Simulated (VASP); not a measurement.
# HBr (Fmmm) in VASP: further runs, part 2 of 2

VASP 6.6.1. Earlier steps stand in the parts before.

## 3. Single point, r2SCAN

This run uses another cell than the first one, of 23.40 Å³/atom, 0.971 times its volume.

The input, POSCAR:

```
HBr
1.0
    3.2871324550      0.0000000000      0.0000000000
    0.0000000000      7.4804894153      0.0000000000
    0.0000000000      0.0000000000      7.6137752668
H Br
4 4
Direct
    0.0000000000      0.0000000000      0.0000000000
    0.0000000000      0.5000000000      0.5000000000
    0.5000000000      0.0000000000      0.5000000000
    0.5000000000      0.5000000000      0.0000000000
    0.5000000000      0.0000000000      0.0000000000
    0.5000000000      0.5000000000      0.5000000000
    0.0000000000      0.0000000000      0.5000000000
    0.0000000000      0.5000000000      0.0000000000
```

The input, INCAR.step1:

```
  PREC = Accurate
  ENCUT = 520
  ISMEAR = 0
  SIGMA = 0.02
  LREAL = False
  LASPH = True
  NELM = 100
  NBANDS = 26
  GGA = PE
  ALGO = Normal
  EDIFF = 1E-4
  LWAVE = True
  LCHARG = False
```

The input, INCAR.step2:

```
  PREC = Accurate
  ENCUT = 520
  EDIFF = 1E-6
  ISMEAR = 0
  SIGMA = 0.02
  LREAL = False
  LASPH = True
  NELM = 100
  ALGO = Normal
  ISIF = 2
  LWAVE = False
  LCHARG = True
  METAGGA = R2SCAN
  LMIXTAU = True
  LELF = True
  LVHAR = True
  NBANDS = 26
  ISTART = 1
```

The input, KPOINTS:

```
regular mesh
0
Gamma
  8 4 4
```

Potentials or basis: VASP PAW PBE potentials, release 64 (H, Br).

Started as:

```console
$ cat potpaw_PBE.64/H/POTCAR potpaw_PBE.64/Br/POTCAR > POTCAR
$ cp INCAR.step1 INCAR
$ mpirun -np 1 vasp_std > vasp.out
$ cp INCAR.step2 INCAR
$ mpirun -np 1 vasp_std > vasp.out
```

OUTCAR:

```text
PREC = Accurate
   ENCUT = 520
   EDIFF = 1E-6
   ISMEAR = 0
   LREAL = False
   LASPH = True
   NELM = 100
   ISIF = 2
   METAGGA = R2SCAN
   ISTART = 1

 ion  position               nearest neighbor table
   1  0.000  0.000  0.000-   5 1.64   5 1.64
   2  0.000  0.500  0.500-   6 1.64   6 1.64
   3  0.500  0.000  0.500-   7 1.64   7 1.64
   4  0.500  0.500  0.000-   8 1.64   8 1.64
   5  0.500  0.000  0.000-   1 1.64   1 1.64
   6  0.500  0.500  0.500-   2 1.64   2 1.64
   7  0.000  0.000  0.500-   3 1.64   3 1.64
   8  0.000  0.500  0.000-   4 1.64   4 1.64

  LATTYP: Found a simple orthorhombic cell.
 ALAT       =     3.2871324550
 B/A-ratio  =     2.2756884664
 C/A-ratio  =     2.3162362244

  Lattice vectors:

 A1 = (   3.2871324550,   0.0000000000,   0.0000000000)
 A2 = (   0.0000000000,   7.4804894153,   0.0000000000)
 A3 = (   0.0000000000,   0.0000000000,   7.6137752668)

Analysis of symmetry for initial positions (statically):
=====================================================================
 Subroutine PRICEL returns following result:

  LATTYP: Found a face centered orthorhombic cell.
 ALAT       =     3.2871324550
 B/A-ratio  =     2.2756884664
 C/A-ratio  =     2.3162362244

  Lattice vectors:

 A1 = (   0.0000000000,  -3.7402447077,  -3.8068876334)
 A2 = (   1.6435662275,   0.0000000000,  -3.8068876334)
 A3 = (   1.6435662275,  -3.7402447077,   0.0000000000)

   4 primitive cells build up your supercell.

 Routine SETGRP: Setting up the symmetry group for a
 simple orthorhombic supercell.

 Subroutine GETGRP returns: Found  8 space group operations
 (whereof  8 operations were pure point group operations)
 out of a pool of  8 trial point group operations.

The static configuration has the point symmetry D_2h.

Analysis of symmetry for dynamics (positions and initial velocities):
=====================================================================
 Subroutine PRICEL returns following result:

  LATTYP: Found a face centered orthorhombic cell.
 ALAT       =     3.2871324550
 B/A-ratio  =     2.2756884664
 C/A-ratio  =     2.3162362244

  Lattice vectors:

 A1 = (   0.0000000000,  -3.7402447077,  -3.8068876334)
 A2 = (   1.6435662275,   0.0000000000,  -3.8068876334)
 A3 = (   1.6435662275,  -3.7402447077,   0.0000000000)

   4 primitive cells build up your supercell.

 Routine SETGRP: Setting up the symmetry group for a
 simple orthorhombic supercell.

 Subroutine GETGRP returns: Found  8 space group operations
 (whereof  8 operations were pure point group operations)
 out of a pool of  8 trial point group operations.

The dynamic configuration has the point symmetry D_2h.

 Subroutine INISYM returns: Found  8 space group operations
 (whereof  8 operations are pure point group operations),
 and found     4 'primitive' translations

[... 37 lines left out ...]

  Length of vectors
     0.038027065  0.033420273  0.032835222

  Shift w.r.t. Gamma in fractional coordinates (k-lattice)
     0.000000000  0.000000000  0.000000000

 Subroutine IBZKPT returns following result:
 ===========================================

 Found     45 irreducible k-points:

 Following reciprocal coordinates:
            Coordinates               Weight
  0.000000  0.000000  0.000000      1.000000
  0.125000  0.000000  0.000000      2.000000
  0.250000  0.000000  0.000000      2.000000
  0.375000  0.000000  0.000000      2.000000
  0.500000  0.000000  0.000000      1.000000
  0.000000  0.250000  0.000000      2.000000
[... 16 lines left out ...]
  0.250000  0.250000  0.250000      8.000000
  0.375000  0.250000  0.250000      8.000000
 [... further k-points ...]
   k-points           NKPTS =     45   k-points in BZ     NKDIM =     45   number of bands    NBANDS=     26
   number of dos      NEDOS =    301   number of ions     NIONS =      8
   total plane-waves  NPLWV =  80640
   dimension x,y,z NGX =    24 NGY =   56 NGZ =   60
   dimension x,y,z NGXF=    48 NGYF=  112 NGZF=  120
   ions per type =               4   4
   NGX,Y,Z   is equivalent  to a cutoff of  12.14, 12.45, 13.10 a.u.
   NGXF,Y,Z  is equivalent  to a cutoff of  24.28, 24.89, 26.20 a.u.
 SYSTEM =  unknown system
   PREC   = accura    normal or accurate (medium, high low for compatibility)
   ISTART =      1    job   : 0-new  1-cont  2-samecut
   ICHARG =      0    charge: 1-file 2-atom 10-const
   ISPIN  =      1    spin polarized calculation?
   LNONCOLLINEAR =      F non collinear calculations
   LSORBIT =      F    spin-orbit coupling
   LASPH  =      T    aspherical Exc in radial PAW
   ENCUT  =  520.0 eV  38.22 Ry    6.18 a.u.   6.11 13.91 14.16*2*pi/ulx,y,z
   NELM   =    100;   NELMIN=  2; NELMDL=  0     # of ELM steps
   EDIFF  = 0.1E-05   stopping-criterion for ELM
   LREAL  =      F    real-space projection
   EDIFFG = 0.1E-04   stopping-criterion for IOM
   NSW    =      0    number of steps for IOM
   IBRION =     -1    ionic relax: 0-MD 1-quasi-New 2-CG
   NFREE  =      0    steps in history (QN), initial steepest desc. (CG)
   ISIF   =      2    stress and relaxation
   ISYM   =      2    0-nonsym 1-usesym 2-fastsym
   POTIM  = 0.5000    time-step for ionic-motion
   TEBEG  =    0.0;   TEEND  =   0.0 temperature during run
   PSTRESS=    0.0 pullay stress
   NELECT =      32.0000    total number of electrons
   NUPDOWN=      -1.0000    fix difference up-down
   EMIN   =  10.00;   EMAX   =-10.00  energy-range for DOS
   EFERMI =   0.00;   METHOD = LEGACY
   ISMEAR =     0;   SIGMA  =   0.02  broadening in eV -4-tet -1-fermi 0-gaus
   EFERMI_NEDOS =   21; number of points for ismear=-14 and -15
   IALGO  =     38    algorithm
   IMIX   =      4    mixing-type and parameters
     AMIX     =   0.40;   BMIX     =  1.00
     AMIX_MAG =   1.60;   BMIX_MAG =  1.00
  volume/ion in A,a.u.               =      23.40       157.93
  Fermi-wavevector in a.u.,A,eV,Ry     =   0.908537  1.716885 11.230775  0.825439
  Thomas-Fermi vector in A             =   2.032474
   LORBIT       =      0    0 simple, 1 ext, 2 COOP (PROOUT), +10 PAW based schemes
   METAGGA = R2SCAN    functional components
   LHFCALC =     F    Hartree Fock is set to
   AEXX    =    0.0000 exact exchange contribution
   IVDW    =     0    specifies the selected vdW correction
   LEPSILON=     F    determine dielectric tensor
   LRPA    =     F    only Hartree local field effects (RPA)
 non-spin polarized calculation
 Gauss-broadening in eV      SIGMA  =   0.02
  energy-cutoff  :      520.00
  volume of cell :      187.22
 maximum number of plane-waves:      5076
   NGX = 13   NGY = 27   NGZ = 29

 number of electron      31.9999995 magnetization

 Free energy of the ion-electron system (eV)
  ---------------------------------------------------
  ext. energy  EPLUGINS =         0.00000000
  ---------------------------------------------------
  free energy    TOTEN  =       -66.27856244 eV

  energy without entropy =      -66.27856244  energy(sigma->0) =      -66.27856244

 E-fermi :  -2.6117     XC(G=0):  -7.3698

 val. band max:       -2.7236328069   @ k =   0.2500   0.0000   0.0000
 cond. band min:      -0.8936626353   @ k =   0.0000   0.0000   0.0000
 fundamental gap:      1.8299701716
 Fermi energy:        -2.6117126134

 k-point     1 :       0.0000    0.0000    0.0000
  band No.  band energies     occupation
      1     -17.7507      2.00000
      2     -17.6134      2.00000
      3     -17.5917      2.00000
      4     -17.4659      2.00000
      5      -4.7291      2.00000
      6      -4.6889      2.00000
[... 685 lines left out ...]
     25       8.0486      0.00000
     26       8.0864      0.00000

 [... further k-points ...]
[... 5 lines left out ...]
  --------------------------------------------------------------------------------------
  -------------------------------------------------------------------------------------
  Total        4.3142956      0.1247534     -0.0521812     -0.0000000      0.0000000      0.0000000
  in kB       36.9209788      1.0676177     -0.4465572     -0.0000000      0.0000000      0.0000000
  external PRESSURE =      12.5140131 kB  Pullay stress =       0.0000000 kB

 VOLUME and BASIS-vectors are now :
 -----------------------------------------------------------------------------
  energy-cutoff  :      520.00
  volume of cell :      187.22
      direct lattice vectors                 reciprocal lattice vectors
     3.287132455  0.000000000  0.000000000     0.304216521  0.000000000  0.000000000
     0.000000000  7.480489415  0.000000000     0.000000000  0.133681093  0.000000000
     0.000000000  0.000000000  7.613775267     0.000000000  0.000000000  0.131340887

 POSITION                                       TOTAL-FORCE (eV/Angst)
 -----------------------------------------------------------------------------------
      0.00000      0.00000      0.00000         0.000000     -0.000000      0.000000
      0.00000      3.74024      3.80689         0.000000      0.000000      0.000000
      1.64357      0.00000      3.80689         0.000000      0.000000      0.000000
      1.64357      3.74024      0.00000         0.000000      0.000000      0.000000
      1.64357      0.00000      0.00000        -0.000000     -0.000000     -0.000000
      1.64357      3.74024      3.80689        -0.000000      0.000000      0.000000
      0.00000      0.00000      3.80689        -0.000000     -0.000000     -0.000000
      0.00000      3.74024      0.00000         0.000000     -0.000000      0.000000
 -----------------------------------------------------------------------------------
    total drift:                                0.000000      0.000000     -0.000000

  FREE ENERGIE OF THE ION-ELECTRON SYSTEM (eV)
  ---------------------------------------------------
  free  energy   TOTEN  =       -66.2785624370 eV

  energy  without entropy=      -66.2785624370  energy(sigma->0) =      -66.27856244
```

Run time: 15 min. Hardware: 1 thread of AMD EPYC 7R43 (Zen 3), shared host; peak memory 0.36 GiB.

What came out:

| Item | Value |
| --- | --- |
| Free energy | -66.2786 eV |
| Pressure | 1.3 GPa |
| Band gap on the k mesh | 1.83 eV |

Caveat: the PAW data sets were made with another functional, which shifts forces and pressure a little.
